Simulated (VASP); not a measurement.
Here is a VASP 6.6.1 calculation.

Contents of INCAR:

```
  PREC = Accurate
  ENCUT = 520
  EDIFF = 1E-7
  ISMEAR = -1
  SIGMA = 0.05
  LREAL = F
  LASPH = T
  NELM = 60
  ALGO = Normal
  ISIF = 2
  LWAVE = F
  LCHARG = T
  GGA = PE
  LELF = T
  LVHAR = T
  NBANDS = 21
```

KPOINTS

```
regular mesh
0
Gamma
  14 14 14
```

File POSCAR:

```
Mo
1.0
    0.0000000000      2.3298427630      2.3298427630
    2.3298427630      0.0000000000      2.3298427630
    2.3298427630      2.3298427630      0.0000000000
Mo
2
Direct
   -0.1250000000     -0.1250000000     -0.1250000000
    0.1250000000      0.1250000000      0.1250000000
```

Potentials or basis: VASP PAW PBE potentials, release 64 (Mo_sv).

The run is started by

```sh
$ cat potpaw_PBE.64/Mo_sv/POTCAR > POTCAR
$ mpirun -np 1 vasp_std > vasp.out
```

(1) What does it give for the band gap on the k mesh?

(2) Estimate the pressure.

Answers

(1) zero (bands 14 and 15 overlap by 1.51 eV).

(2) 230.6 GPa.

Caveat: atoms lie so close that the PAW spheres overlap strongly, which falsifies energies and pressures; the cell stands under pressure.
